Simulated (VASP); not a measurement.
Write the native input for VASP 6.6.1 that does the following.

```
Task                   : single point
Functional             : r2SCAN
Potentials or basis    : VASP PAW PBE potentials, release 64 (Hf_pv)
Cutoff                 : 520 eV
k mesh                 : 16 × 16 × 16
Occupations            : gaussian, width 0.1 eV
Spin                   : no spin polarisation
Dipole correction      : no
Further INCAR settings : ALGO = Normal; EDIFF = 1e-06; NBANDS = 11
```

The system is Hf.

```xyz
1
Lattice="-1.7142 1.7142 1.7142 1.7142 -1.7142 1.7142 1.7142 1.7142 -1.7142" Properties=species:S:1:pos:R:3 pbc="T T T"
Hf    0.0000    0.0000    0.0000
```

This isn't the form of Hf at room conditions, which is hcp.

One way to write it, as run:

POSCAR

```
Hf
1.0
   -1.7142499571      1.7142499571      1.7142499571
    1.7142499571     -1.7142499571      1.7142499571
    1.7142499571      1.7142499571     -1.7142499571
Hf
1
Direct
    0.0000000000      0.0000000000      0.0000000000
```

INCAR.step1

```
SYSTEM = Hf
PREC = Accurate ; ENCUT = 520
ISMEAR = 0 ; SIGMA = 0.1
LREAL = .FALSE. ; LASPH = .TRUE.
NELM = 100 ; NBANDS = 11
GGA = PE ; ALGO = Normal
EDIFF = 1E-4 ; LWAVE = .TRUE.
LCHARG = .FALSE.
```

INCAR.step2

```
SYSTEM = Hf
PREC = Accurate ; ENCUT = 520
EDIFF = 1E-6 ; ISMEAR = 0
SIGMA = 0.1 ; LREAL = .FALSE.
LASPH = .TRUE. ; NELM = 100
ALGO = Normal ; ISIF = 2
LWAVE = .FALSE. ; LCHARG = .FALSE.
METAGGA = R2SCAN ; LMIXTAU = .TRUE.
NBANDS = 11 ; ISTART = 1
```

KPOINTS

```
regular mesh
0
G
  16 16 16
  0 0 0
```

Potentials or basis: VASP PAW PBE potentials, release 64 (Hf_pv).

Launch:

```sh
$ cat potpaw_PBE.64/Hf_pv/POTCAR > POTCAR
$ cp INCAR.step1 INCAR
$ mpirun -np 1 vasp_std > vasp.out
$ cp INCAR.step2 INCAR
$ mpirun -np 1 vasp_std > vasp.out
```

Results of the run:

| Quantity | Value |
| --- | --- |
| Pressure | 10.7 GPa |
| Band gap on the k mesh | zero (bands 5 and 6 overlap by 2.71 eV) |

Caveat: the cell stands under pressure; the PAW data sets were made with another functional, which shifts forces and pressure a little; spin-orbit coupling is left out, which moves the levels of the heavy elements.

It took 2.2 min on 1 thread of Intel Xeon 8259CL, with other jobs on the host, peak memory 0.17 GiB.
